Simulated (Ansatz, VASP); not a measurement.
**Two plane-wave programs on SnO**

```
Sn O
1.0
     3.83710    0.00000    0.00000
     0.00000    3.83710    0.00000
     0.00000    0.00000    4.76213
Sn O
2 2
Direct
  0.00000 0.50000 0.24324
  0.50000 0.00000 0.75676
  0.93780 0.93780 0.00000
  0.50000 0.50000 0.00000
```

Alike in both runs: task single point; functional PBE; dispersion D3(BJ); k mesh 12 × 12 × 10; occupations gaussian, width 0.15 eV; no spin polarisation.

```csv
,VASP,Ansatz
version,VASP 6.6.1,Ansatz 0.2.0
potentials or method,"VASP PAW PBE potentials, release 64 (Sn_d, O), cutoff 520 eV","scalar-relativistic, plane waves, PAW"
valence electrons in the cell,40,40
```

```tsv
	VASP	Ansatz	Ansatz less VASP
gap on the k mesh at the Fermi level (eV)	none	none	-
pressure (GPa)	3.6	3.4	-0.23
traceless stress, the component that is largest in VASP (GPa)	-2.52	-2.41	+0.109
rms of the force components (eV/Å)	1.040	1.023	-0.0171
```

Atom by atom the forces differ by 0.038 eV/Å (rms over components). A gap of «none» marks a metal or a gap that the smearing closes.
